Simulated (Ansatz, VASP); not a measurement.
**Two plane-wave programs on BaHfO3**

```xyz
5
Lattice="4.2520 0.0000 0.0000 0.0000 4.2520 0.0000 0.0000 0.0000 4.1277" Properties=species:S:1:pos:R:3 pbc="T T T"
Ba    2.1260    2.1260    4.0864
Hf    0.0000    0.0000    2.1381
O     0.0000    2.1260    1.9104
O     2.1260    0.0000    1.9104
O     0.0000    0.0000    4.3606
```

Alike in both runs: task single point; functional PBE; k mesh 6 × 6 × 6; occupations gaussian, width 0.02 eV; no spin polarisation.

|  | VASP | Ansatz |
| --- | --- | --- |
| version | VASP 6.6.1 | Ansatz 0.2.0 |
| potentials or method | VASP PAW PBE potentials, release 64 (Ba_sv, Hf_pv, O), cutoff 520 eV | scalar-relativistic, plane waves, PAW |
| valence electrons in the cell | 38 | 54 |

```tsv
	VASP	Ansatz	Ansatz less VASP
gap on the k mesh at the Fermi level (eV)	3.28	3.36	+0.082
least direct gap on the mesh (eV)	3.54	3.53	-0.010
pressure (GPa)	1.1	1.6	+0.49
traceless stress, the component that is largest in VASP (GPa)	6.22	6.26	+0.040
rms of the force components (eV/Å)	1.273	1.278	+0.0047
```

Atom by atom the forces differ by 0.044 eV/Å (rms over components). VASP's potentials hold 38 valence electrons a cell and Ansatz's 54, so a difference there can come from the potentials and not from the codes.

Spin-orbit coupling is off throughout.
